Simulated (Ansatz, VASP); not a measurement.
## Two plane-wave programs on Be

```
Be
1.0
     2.25507    0.00000    0.00000
    -1.12753    1.95295    0.00000
     0.00000    0.00000    3.55835
Be
2
Direct
  0.33333 0.66667 0.25000
  0.66667 0.33333 0.75000
```

Alike in both runs: task relaxation of cell and atoms; functional PBEsol; k mesh 21 × 21 × 12; occupations fermi-dirac, width 0.15 eV; no spin polarisation.

```csv
,VASP,Ansatz
version,VASP 6.6.1,Ansatz 0.2.0
potentials or method,"VASP PAW PBE potentials, release 64 (Be), cutoff 600 eV","scalar-relativistic, plane waves, PAW"
valence electrons in the cell,4,4
```

```csv
,VASP,Ansatz,Ansatz less VASP
"gap on the k mesh at the Fermi level, each at its own relaxed structure (eV)",none,none,-
relaxed volume (Å³/atom),7.86,7.84,-0.024
relaxed length of the cell vector where the two differ most in proportion (Å),3.560,3.556,-0.0038
```

VASP's potentials were made for PBE, not for PBEsol. A gap of «none» marks a metal or a gap that the smearing closes.
